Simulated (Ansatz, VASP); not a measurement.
**Ca2C: VASP beside Ansatz**

```xyz
6
Lattice="3.6576 0.0000 0.0000 -1.8288 3.1676 0.0000 0.0000 0.0000 13.3434" Properties=species:S:1:pos:R:3 pbc="T T T"
Ca    0.0000    2.1117    8.5728
Ca    1.8288    1.0559    1.9011
Ca    0.0000    2.1117   11.4423
Ca    1.8288    1.0559    4.7706
C     0.0000    2.1117    3.3358
C     1.8288    1.0559   10.0075
```

Alike in both runs: functional PBE; k mesh 6 × 6 × 2; occupations gaussian, width 0.1 eV; no spin polarisation.

Ansatz relaxed the structure, and its values are those at the end. VASP's run is a single point on that final structure, the one shown.

```csv
,VASP,Ansatz
version,VASP 6.6.1,Ansatz 0.2.0
potentials or method,"VASP PAW PBE potentials, release 64 (Ca_sv, C), cutoff 520 eV","scalar-relativistic, plane waves, PAW"
valence electrons in the cell,48,48
```

|  | VASP | Ansatz | Ansatz less VASP |
| --- | --- | --- | --- |
| gap on the k mesh at the Fermi level (eV) | none | none | - |
| pressure (GPa) | 0.3 | 0.1 | -0.14 |
| rms of the force components (eV/Å) | 0.027 | 0.011 | -0.0150 |

A gap of «none» marks a metal or a gap that the smearing closes. With one functional, cell and mesh, what is left measures potentials, basis and numerics.
